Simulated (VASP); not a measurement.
# C (I4_1/amd) in VASP: further runs

Runs on C. Level: r2SCAN. Tasks: single point.

Program: VASP 6.6.1. These are calculated values, not measurements. Logs are shortened: lines on timing, memory, paths and dates and some standing lists are left out, and cuts for length are marked.

## 1. The cell of the first run

It takes space group I4_1/amd (No. 141, tetragonal). Conventional cell: a = 2.735 Å, b = 2.735 Å, c = 3.017 Å, α = 90.00°, β = 90.00°, γ = 90.00°. Within 2.1 Å of C (site symmetry -4m2) lie 4 C at 1.56 Å.

## 2. Single point, r2SCAN

POSCAR reads:

```
C
1.0
    0.0000000000      1.9338511424      1.5084038911
    1.9338511424      0.0000000000      1.5084038911
    1.9338511424      1.9338511424      0.0000000000
C
2
Direct
    0.5000000000      0.5000000000      0.5000000000
    0.7500000000      0.7500000000      0.7500000000
```

INCAR.step1 reads:

```
PREC = Accurate
ENCUT = 910
ISMEAR = 0
SIGMA = 0.05
LREAL = False
LASPH = True
NELM = 120
NBANDS = 11
GGA = PE
ALGO = Normal
EDIFF = 1E-5
LWAVE = True
LCHARG = False
GGA_COMPAT = False
```

INCAR.step2 reads:

```
PREC = Accurate
ENCUT = 910
EDIFF = 1E-6
ISMEAR = 0
SIGMA = 0.05
LREAL = False
LASPH = True
NELM = 120
ALGO = Normal
ISIF = 2
LWAVE = False
LCHARG = True
METAGGA = R2SCAN
LMIXTAU = True
LELF = True
LVHAR = True
NBANDS = 11
ISTART = 1
GGA_COMPAT = False
```

KPOINTS reads:

```
Automatic mesh
0
Gamma
  12 12 12
```

Potentials or basis: VASP PAW PBE potentials, release 64 (C_h).

Command:

```
$ cat potpaw_PBE.64/C_h/POTCAR > POTCAR
$ cp INCAR.step1 INCAR
$ mpirun -np 1 vasp_std > vasp.out
$ cp INCAR.step2 INCAR
$ mpirun -np 1 vasp_std > vasp.out
```

OUTCAR:

```text
PREC = Accurate
   ENCUT = 910
   EDIFF = 1E-6
   ISMEAR = 0
   LREAL = False
   LASPH = True
   NELM = 120
   ISIF = 2
   METAGGA = R2SCAN
   ISTART = 1

 ion  position               nearest neighbor table
   1  0.500  0.500  0.500-
   2  0.750  0.750  0.750-

  LATTYP: Found a body centered tetragonal cell.
 ALAT       =     2.7348785132
 C/A-ratio  =     1.1030865787

  Lattice vectors:

 A1 = (   0.0000000000,  -1.9338511424,  -1.5084038911)
 A2 = (   0.0000000000,   1.9338511424,  -1.5084038911)
 A3 = (   1.9338511424,   0.0000000000,   1.5084038911)

Analysis of symmetry for initial positions (statically):
=====================================================================
 Subroutine PRICEL returns:
 Original cell was already a primitive cell.

 Routine SETGRP: Setting up the symmetry group for a
 body centered tetragonal supercell.

 Subroutine GETGRP returns: Found 16 space group operations
 (whereof  8 operations were pure point group operations)
 out of a pool of 16 trial point group operations.

The static configuration has the point symmetry D_2d.
 The point group associated with its full space group is D_4h.

Analysis of symmetry for dynamics (positions and initial velocities):
=====================================================================
 Subroutine PRICEL returns:
 Original cell was already a primitive cell.

 Routine SETGRP: Setting up the symmetry group for a
 body centered tetragonal supercell.

 Subroutine GETGRP returns: Found 16 space group operations
 (whereof  8 operations were pure point group operations)
 out of a pool of 16 trial point group operations.

The dynamic configuration has the point symmetry D_2d.
 The point group associated with its full space group is D_4h.

 Subroutine INISYM returns: Found 16 space group operations
 (whereof  8 operations are pure point group operations),
 and found     1 'primitive' translations

----------------------------------------------------------------------------------------

                                     Primitive cell

  volume of cell :      11.2822

  direct lattice vectors                    reciprocal lattice vectors
     0.000000000  1.933851142  1.508403891    -0.258551441  0.258551441  0.331476207
     1.933851142  0.000000000  1.508403891     0.258551441 -0.258551441  0.331476207
     1.933851142  1.933851142  0.000000000     0.258551441  0.258551441 -0.331476207

  length of vectors
     2.452562444  2.452562444  2.734878513     0.493532341  0.493532341  0.493532341

  position of ions in fractional coordinates (direct lattice)
     0.500000000  0.500000000  0.500000000
     0.750000000  0.750000000  0.750000000

  ion indices of the primitive-cell ions
   primitive index   ion index
                 1           1
                 2           2

----------------------------------------------------------------------------------------

 KPOINTS: Automatic mesh

Automatic generation of k-mesh.
 Grid dimensions read from file:
 generate k-points for:   12   12   12

 Generating k-lattice:

  Cartesian coordinates                     Fractional coordinates (reciprocal lattice)
    -0.021545953  0.021545953  0.027623017     0.083333333  0.000000000  0.000000000
     0.021545953 -0.021545953  0.027623017     0.000000000  0.083333333  0.000000000
     0.021545953  0.021545953 -0.027623017    -0.000000000 -0.000000000  0.083333333

  Length of vectors
     0.041127695  0.041127695  0.041127695

  Shift w.r.t. Gamma in fractional coordinates (k-lattice)
     0.000000000  0.000000000  0.000000000

 Subroutine IBZKPT returns following result:
 ===========================================

 Found    163 irreducible k-points:

 Following reciprocal coordinates:
            Coordinates               Weight
  0.000000  0.000000  0.000000      1.000000
  0.083333 -0.000000  0.000000      8.000000
  0.166667  0.000000  0.000000      8.000000
  0.250000  0.000000  0.000000      8.000000
  0.333333 -0.000000  0.000000      8.000000
  0.416667 -0.000000  0.000000      8.000000
[... 16 lines left out ...]
  0.500000  0.166667  0.000000      8.000000
 -0.416667  0.166667  0.000000      8.000000
 [... further k-points ...]
   k-points           NKPTS =    163   k-points in BZ     NKDIM =    163   number of bands    NBANDS=     11
   number of dos      NEDOS =    301   number of ions     NIONS =      2
   total plane-waves  NPLWV =  16128
   dimension x,y,z NGX =    24 NGY =   24 NGZ =   28
   dimension x,y,z NGXF=    48 NGYF=   48 NGZF=   56
   ions per type =               2
   NGX,Y,Z   is equivalent  to a cutoff of  16.27, 16.27, 17.02 a.u.
   NGXF,Y,Z  is equivalent  to a cutoff of  32.54, 32.54, 34.04 a.u.
 SYSTEM =  unknown system
   PREC   = accura    normal or accurate (medium, high low for compatibility)
   ISTART =      1    job   : 0-new  1-cont  2-samecut
   ICHARG =      0    charge: 1-file 2-atom 10-const
   ISPIN  =      1    spin polarized calculation?
   LNONCOLLINEAR =      F non collinear calculations
   LSORBIT =      F    spin-orbit coupling
   LASPH  =      T    aspherical Exc in radial PAW
   ENCUT  =  910.0 eV  66.88 Ry    8.18 a.u.   6.03  6.03  6.73*2*pi/ulx,y,z
   NELM   =    120;   NELMIN=  2; NELMDL=  0     # of ELM steps
   EDIFF  = 0.1E-05   stopping-criterion for ELM
   LREAL  =      F    real-space projection
   EDIFFG = 0.1E-04   stopping-criterion for IOM
   NSW    =      0    number of steps for IOM
   IBRION =     -1    ionic relax: 0-MD 1-quasi-New 2-CG
   NFREE  =      0    steps in history (QN), initial steepest desc. (CG)
   ISIF   =      2    stress and relaxation
   ISYM   =      2    0-nonsym 1-usesym 2-fastsym
   POTIM  = 0.5000    time-step for ionic-motion
   TEBEG  =    0.0;   TEEND  =   0.0 temperature during run
   PSTRESS=    0.0 pullay stress
   NELECT =       8.0000    total number of electrons
   NUPDOWN=      -1.0000    fix difference up-down
   EMIN   =  10.00;   EMAX   =-10.00  energy-range for DOS
   EFERMI =   0.00;   METHOD = LEGACY
   ISMEAR =     0;   SIGMA  =   0.05  broadening in eV -4-tet -1-fermi 0-gaus
   EFERMI_NEDOS =   21; number of points for ismear=-14 and -15
   IALGO  =     38    algorithm
   IMIX   =      4    mixing-type and parameters
     AMIX     =   0.40;   BMIX     =  1.00
     AMIX_MAG =   1.60;   BMIX_MAG =  1.00
  volume/ion in A,a.u.               =       5.64        38.07
  Fermi-wavevector in a.u.,A,eV,Ry     =   1.459846  2.758708 28.996044  2.131149
  Thomas-Fermi vector in A             =   2.576365
   LORBIT       =      0    0 simple, 1 ext, 2 COOP (PROOUT), +10 PAW based schemes
   METAGGA = R2SCAN    functional components
   LHFCALC =     F    Hartree Fock is set to
   AEXX    =    0.0000 exact exchange contribution
   IVDW    =     0    specifies the selected vdW correction
   LEPSILON=     F    determine dielectric tensor
   LRPA    =     F    only Hartree local field effects (RPA)
 non-spin polarized calculation
 Gauss-broadening in eV      SIGMA  =   0.05
  energy-cutoff  :      910.00
  volume of cell :       11.28
 maximum number of plane-waves:       728
   NGX = 13   NGY = 13   NGZ = 13

 number of electron       8.0000000 magnetization

 Free energy of the ion-electron system (eV)
  ---------------------------------------------------
  ext. energy  EPLUGINS =         0.00000000
  ---------------------------------------------------
  free energy    TOTEN  =       -18.53808854 eV

  energy without entropy =      -18.53803580  energy(sigma->0) =      -18.53806217

 E-fermi :  12.1472     XC(G=0): -14.3685

 val. band max:       12.1235019456   @ k =   0.0833   0.0000   0.0833
 cond. band min:      12.2631108403   @ k =   0.5000   0.4167   0.0000
 fundamental gap:      0.1396088947
 Fermi energy:        12.1472323819

 k-point     1 :       0.0000    0.0000    0.0000
  band No.  band energies     occupation
      1     -11.6454      2.00000
      2      10.0358      2.00000
      3      10.0358      2.00000
      4      13.1282      0.00000
      5      15.4558      0.00000
      6      18.6883      0.00000
      7      18.6884      0.00000
      8      24.2753      0.00000
      9      32.3347      0.00000
     10      32.4540      0.00000
     11      36.5061      0.00000

 k-point     2 :       0.0833   -0.0000    0.0000
  band No.  band energies     occupation
      1     -11.4365      2.00000
      2       9.2746      2.00000
      3       9.6565      2.00000
      4      12.4695      0.00000
      5      15.6469      0.00000
      6      18.9550      0.00000
      7      19.3492      0.00000
      8      24.5219      0.00000
      9      31.9973      0.00000
     10      32.6605      0.00000
     11      34.5340      0.00000

 k-point     3 :       0.1667    0.0000    0.0000
  band No.  band energies     occupation
      1     -10.8122      2.00000
      2       7.1571      2.00000
      3       8.7772      2.00000
      4      11.4830      2.00000
      5      15.9955      0.00000
      6      19.3729      0.00000
      7      20.5119      0.00000
      8      25.3007      0.00000
      9      32.0089      0.00000
     10      32.5953      0.00000
     11      34.3227      0.00000

 k-point     4 :       0.2500    0.0000    0.0000
  band No.  band energies     occupation
      1      -9.7820      2.00000
      2       4.3592      2.00000
      3       7.8087      2.00000
      4      10.7323      2.00000
      5      16.2122      0.00000
      6      19.4438      0.00000
      7      21.6104      0.00000
      8      26.4824      0.00000
      9      32.2170      0.00000
     10      33.3503      0.00000
     11      35.4308      0.00000
[... 239 lines left out ...]
 k-point    22 :       0.4167    0.1667    0.0000
  band No.  band energies     occupation
      1      -6.2473      2.00000
      2       0.0244      2.00000
      3       5.0370      2.00000
      4       8.5649      2.00000
      5      14.9182      0.00000
      6      21.6057      0.00000
      7      21.8096      0.00000
      8      24.8944      0.00000
      9      36.3271      0.00000
     10      37.0986      0.00000
     11      39.7626      0.00000

 k-point    23 :       0.5000    0.1667    0.0000
  band No.  band energies     occupation
      1      -4.7387      2.00000
      2      -1.9665      2.00000
      3       4.9371      2.00000
      4       8.0698      2.00000
      5      15.3918      0.00000
      6      21.6251      0.00000
      7      22.4969      0.00000
      8      25.1032      0.00000
      9      34.7846      0.00000
     10      36.8055      0.00000
     11      39.6238      0.00000

 k-point    24 :      -0.4167    0.1667    0.0000
  band No.  band energies     occupation
      1      -5.5362      2.00000
      2      -1.0401      2.00000
      3       5.2064      2.00000
      4       7.6866      2.00000
      5      15.6215      0.00000
      6      21.5333      0.00000
      7      23.8442      0.00000
      8      25.4842      0.00000
      9      32.6580      0.00000
     10      35.9170      0.00000
     11      37.0368      0.00000

 [... further k-points ...]
[... 5 lines left out ...]
  --------------------------------------------------------------------------------------
  -------------------------------------------------------------------------------------
  Total       -4.1063075     -4.1063075      8.3715851      0.0000000      0.0000000      0.0000000
  in kB     -583.1339558   -583.1339558   1188.8431441      0.0000000      0.0000000      0.0000000
  external PRESSURE =       7.5250775 kB  Pullay stress =       0.0000000 kB

 VOLUME and BASIS-vectors are now :
 -----------------------------------------------------------------------------
  energy-cutoff  :      910.00
  volume of cell :       11.28
      direct lattice vectors                 reciprocal lattice vectors
     0.000000000  1.933851142  1.508403891    -0.258551441  0.258551441  0.331476207
     1.933851142  0.000000000  1.508403891     0.258551441 -0.258551441  0.331476207
     1.933851142  1.933851142  0.000000000     0.258551441  0.258551441 -0.331476207

 POSITION                                       TOTAL-FORCE (eV/Angst)
 -----------------------------------------------------------------------------------
      1.93385      1.93385      1.50840        -0.000000     -0.000000     -0.000000
      2.90078      2.90078      2.26261         0.000000      0.000000      0.000000
 -----------------------------------------------------------------------------------
    total drift:                                0.000000      0.000000      0.000000

  FREE ENERGIE OF THE ION-ELECTRON SYSTEM (eV)
  ---------------------------------------------------
  free  energy   TOTEN  =       -18.5380885359 eV

  energy  without entropy=      -18.5380357991  energy(sigma->0) =      -18.53806217
```

Run time: 52 s. Hardware: 1 thread of Intel Xeon 6975P-C (Granite Rapids), shared host; peak memory 0.16 GiB.

Results:

```
Free energy            : -18.5381 eV
Pressure               : 0.8 GPa
Band gap on the k mesh : zero (band 4 reaches 13.13 eV, above the bottom of band 5 at 11.54 eV)
```

Stress tensor (GPa, compression positive):
```
-58.31   0.00   0.00
  0.00 -58.31   0.00
  0.00   0.00 118.88
```

Levels at points of the mesh, in eV from the Fermi level:
```tsv
k point	band 1	band 2	band 3	band 4	band 5	band 6	band 7	band 8	band 9
(0.00, 0.00, 0.00)	-23.79	-2.11	-2.11	0.98	3.31	6.54	6.54	12.13	20.19
(0.50, 0.00, 0.00)	-17.55	-14.95	-5.84	-2.37	4.03	6.67	11.60	16.28	22.47
(0.50, 0.50, 0.00)	-11.82	-11.82	-9.89	-9.89	0.36	0.36	17.26	17.26	25.10
(0.50, 0.00, 0.50)	-15.83	-15.83	-5.92	-5.92	6.58	6.58	13.95	13.95	20.42
```

Caveat: the cutoff is under 1.25 times the usual one of these potentials, so pressure, stress and relaxed cells hold a basis-set (Pulay) error; the PAW data sets were made with another functional, which shifts forces and pressure a little.

## 3. Single point, r2SCAN

This run uses another cell than the first one, of the same volume but with other edges.

POSCAR reads:

```
C
1.0
    0.0000000000      1.6751774835      2.0102129802
    1.6751774835      0.0000000000      2.0102129802
    1.6751774835      1.6751774835      0.0000000000
C
2
Direct
    0.5000000000      0.5000000000      0.5000000000
    0.7500000000      0.7500000000      0.7500000000
```

INCAR.step1 reads:

```
SYSTEM = C
PREC = Accurate ; ENCUT = 910
ISMEAR = 0 ; SIGMA = 0.05
LREAL = .FALSE. ; LASPH = .TRUE.
NELM = 120 ; NBANDS = 11
GGA = PE ; ALGO = Normal
EDIFF = 1E-5 ; LWAVE = .TRUE.
LCHARG = .FALSE. ; GGA_COMPAT = .FALSE.
```

INCAR.step2 reads:

```
SYSTEM = C
PREC = Accurate ; ENCUT = 910
EDIFF = 1E-6 ; ISMEAR = 0
SIGMA = 0.05 ; LREAL = .FALSE.
LASPH = .TRUE. ; NELM = 120
ALGO = Normal ; ISIF = 2
LWAVE = .FALSE. ; LCHARG = .FALSE.
METAGGA = R2SCAN ; LMIXTAU = .TRUE.
NBANDS = 11 ; ISTART = 1
GGA_COMPAT = .FALSE.
```

KPOINTS reads:

```
regular mesh
0
G
  12 12 12
  0 0 0
```

Potentials or basis: VASP PAW PBE potentials, release 64 (C_h).

Command:

```
$ cat potpaw_PBE.64/C_h/POTCAR > POTCAR
$ cp INCAR.step1 INCAR
$ mpirun -np 1 vasp_std > vasp.out
$ cp INCAR.step2 INCAR
$ mpirun -np 1 vasp_std > vasp.out
```

It took 2.9 min on 1 thread of AMD EPYC 9R45 (Zen 5), shared host; peak memory 0.13 GiB.

It converged, with:

* Free energy: -18.8518 eV
* Pressure: 1.0 GPa
* Band gap on the k mesh: 2.00 eV, indirect (least direct gap 4.24 eV)

Stress tensor (GPa, compression positive):
```
  71.88    0.00    0.00
   0.00   71.88    0.00
   0.00    0.00 -140.75
```

Levels at points of the mesh, in eV from the valence-band top:
```csv
k point,band 1,band 2,band 3,band 4,band 5,band 6,band 7,band 8
"(0.00, 0.00, 0.00)",-23.92,-3.49,0.00,0.00,4.24,4.24,6.65,11.54
"(0.50, 0.00, 0.00)",-17.81,-15.16,-5.95,-2.15,3.90,8.48,11.20,15.66
"(0.50, 0.50, 0.00)",-16.57,-16.57,-5.75,-5.75,7.00,7.00,15.75,15.75
"(0.50, 0.00, 0.50)",-13.69,-13.69,-8.50,-8.50,2.62,2.62,15.36,15.36
```

Caveat: the cutoff is under 1.25 times the usual one of these potentials, so pressure, stress and relaxed cells hold a basis-set (Pulay) error; the PAW data sets were made with another functional, which shifts forces and pressure a little. A k mesh can miss the band edges.
